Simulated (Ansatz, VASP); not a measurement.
## Two plane-wave programs on Be

```
Be
1.0
     3.73533    0.00000    0.00000
    -1.86766    3.23489    0.00000
     0.00000    0.00000    2.28992
Be
3
Direct
  0.00000 0.00000 0.00000
  0.33333 0.66667 0.50000
  0.66667 0.33333 0.50000
```

Alike in both runs: task single point; functional PBE; k mesh 6 × 6 × 8; occupations gaussian, width 0.1 eV; no spin polarisation.

```csv
,VASP,Ansatz
version,VASP 6.6.1,Ansatz 0.2.0
potentials or method,"VASP PAW PBE potentials, release 64 (Be), cutoff 600 eV","scalar-relativistic, plane waves, PAW"
valence electrons in the cell,6,6
```

VASP gave:

```
gap on the k mesh at the Fermi level (eV)                     : none
pressure (GPa)                                                : -12.3
traceless stress, the component that is largest in VASP (GPa) : 3.51
```

Question: Estimate Ansatz's values.

Answer: gap on the k mesh at the Fermi level (eV): none; pressure (GPa): -12.4; traceless stress, the component that is largest in VASP (GPa): 3.54.

A gap of «none» marks a metal or a gap that the smearing closes.
